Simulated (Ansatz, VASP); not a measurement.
AlN: VASP beside Ansatz

The input POSCAR:

```
AlN
1.0
    3.1064902802      0.0000000000      0.0000000000
   -1.5532451401      2.6902994992      0.0000000000
    0.0000000000      0.0000000000      4.9780207988
Al N
2 2
Direct
    0.3333333333      0.6666666667     -0.0175766601
    0.6666666667      0.3333333333      0.4824233399
    0.3333333333      0.6666666667      0.3995766601
    0.6666666667      0.3333333333      0.8995766601
```

Contents of INCAR.step1:

```
SYSTEM = AlN
PREC = Accurate
ENCUT = 520
ISMEAR = 0
SIGMA = 0.01
LREAL = .False.
LASPH = .True.
NELM = 60
NBANDS = 16
GGA = PE
ALGO = Normal
EDIFF = 1E-4
LWAVE = .True.
LCHARG = .False.
```

Contents of INCAR.step2:

```
SYSTEM = AlN
PREC = Accurate
ENCUT = 520
EDIFF = 1E-7
ISMEAR = 0
SIGMA = 0.01
LREAL = .False.
LASPH = .True.
NELM = 60
ALGO = Normal
ISIF = 2
LWAVE = .False.
LCHARG = .False.
METAGGA = R2SCAN
LMIXTAU = .True.
NBANDS = 16
ISTART = 1
```

File KPOINTS:

```
Automatic mesh
0
Gamma
  12 12 6
  0 0 0
```

Input for Ansatz:

```yaml
crystal:
  lattice:
    - [3.1064902802, 0.0, 0.0]
    - [-1.5532451401, 2.6902994992, 0.0]
    - [0.0, 0.0, 4.9780207988]
  atoms:
    - { symbol: Al, position: [0.3333333333, 0.6666666667, -0.0175766601] }
    - { symbol: Al, position: [0.6666666667, 0.3333333333, 0.4824233399] }
    - { symbol: "N", position: [0.3333333333, 0.6666666667, 0.3995766601] }
    - { symbol: "N", position: [0.6666666667, 0.3333333333, 0.8995766601] }
basis:
  ecutwfc: 600.0
  xc_grid: 2
kpoints:
  mp_grid: { grid: [12, 12, 6] }
hamiltonian:
  xc: r2scan
  pseudopotentials: { kind: paw, azcp: { folder: soft_1 } }
scf:
  occupations: { method: fixed }
output:
  forces: true
  stress: true
  eigenvalues: true
  polarization: {}
```

Change from the starting cell: polar distortion scaled by 0.70.

Alike in both runs: task single point; functional r2SCAN; k mesh 12 × 12 × 6; no spin polarisation.

|  | VASP | Ansatz |
| --- | --- | --- |
| version | VASP 6.6.1 | Ansatz 0.2.0 |
| potentials or method | VASP PAW PBE potentials, release 64 (Al, N), cutoff 520 eV | scalar-relativistic, plane waves, PAW |
| occupations | gaussian, width 0.01 eV | fixed |
| valence electrons in the cell | 16 | 16 |

|  | VASP | Ansatz | Ansatz less VASP |
| --- | --- | --- | --- |
| gap on the k mesh at the Fermi level (eV) | 4.32 | 4.28 | -0.043 |
| least direct gap on the mesh (eV) | 4.32 | 4.28 | -0.043 |
| pressure (GPa) | 1.7 | 2.0 | +0.31 |
| traceless stress, the component that is largest in VASP (GPa) | -11.69 | -11.52 | +0.170 |
| rms of the force components (eV/Å) | 0.786 | 0.774 | -0.0115 |

VASP's potentials were made for PBE, not for r2SCAN. Atom by atom the forces differ by 0.012 eV/Å (rms over components).
